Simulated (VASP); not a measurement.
Cu:

```xyz
1
Lattice="0.0000 1.8149 1.8149 1.8149 0.0000 1.8149 1.8149 1.8149 0.0000" Properties=species:S:1:pos:R:3 pbc="T T T"
Cu    0.0000    0.0000    0.0000
```

| Item | Value |
| --- | --- |
| Program | VASP 6.6.1 |
| Task | relaxation of cell and atoms |
| Functional | PBEsol |
| Potentials or basis | VASP PAW PBE potentials, release 64 (Cu) |
| Cutoff | 600 eV |
| k mesh | 20 × 20 × 20 |
| Occupations | gaussian, width 0.1 eV |
| Spin | no spin polarisation |

At the start: pressure -7.3 GPa; volume 11.96 Å³/atom.

Problem. Where does the relaxation end?

Solution. Over 3 steps the energy falls by 14.2 meV/atom and the volume is 11.36 Å³/atom (-4.9 %); space group Fm-3m (No. 225, to 0.05 Å).

The path:
| step | energy change (eV) | largest force (eV/Å) | pressure (GPa) | volume (Å³) |
| --- | --- | --- | --- | --- |
| 1 | 0.0000 | 0.0000 | -7.31 | 11.96 |
| 2 | -0.0091 | 0.0000 | 5.14 | 11.04 |
| 3 | -0.0142 | 0.0000 | -0.01 | 11.36 |

Final structure:
```
Cu
1.0
     0.00000    1.78444    1.78444
     1.78444    0.00000    1.78444
     1.78444    1.78444    0.00000
Cu
1
Direct
  0.00000 0.00000 0.00000
```

Caveat: the PAW data sets were made with another functional, which shifts forces and pressure a little.
